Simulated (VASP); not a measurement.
A run of VASP 6.6.1:

File INCAR:

```
PREC = Accurate
ENCUT = 600
EDIFF = 1E-6
ISMEAR = -1
SIGMA = 0.03
LREAL = False
LASPH = True
NELM = 60
ALGO = Normal
ISIF = 3
LWAVE = False
LCHARG = False
GGA = PS
IBRION = 2
NSW = 100
EDIFFG = -0.01
```

The input KPOINTS:

```
Automatic mesh
0
Gamma
  4 6 4
```

File POSCAR:

```
GeSb2Te4
1.0
    7.3258934700      0.0000000000      0.0000000000
    0.0000000000      4.2832536700      0.0000000000
   -2.3152866100      0.0000000000      7.1230432100
Ge Sb Te
1 2 4
Direct
    0.5000000000      0.0000000000      0.5000000000
    0.0000000000      0.0000000000      0.0000000000
    0.5000000000      0.5000000000      0.0000000000
    0.7596011600      0.5000000000      0.7548770300
    0.2547378000      0.0000000000      0.7622078000
    0.2403988400      0.5000000000      0.2451229700
    0.7452622000      0.0000000000      0.2377922000
```

Potentials or basis: VASP PAW PBE potentials, release 64 (Ge_d, Sb, Te).

Command:

```console
$ cat potpaw_PBE.64/Ge_d/POTCAR potpaw_PBE.64/Sb/POTCAR potpaw_PBE.64/Te/POTCAR > POTCAR
$ mpirun -np 1 vasp_std > vasp.out
```

Hardware: 1 thread of AMD EPYC 7R13 Processor (Zen 3) (shared host).

**Question.** How long does it take, and how much memory?

**Answer.** Run time: 39 min on 1 thread of AMD EPYC 7R13 Processor (Zen 3) (shared host), peak memory 0.56 GiB. Counts: scf iterations 140, k points 40, ion steps 22.
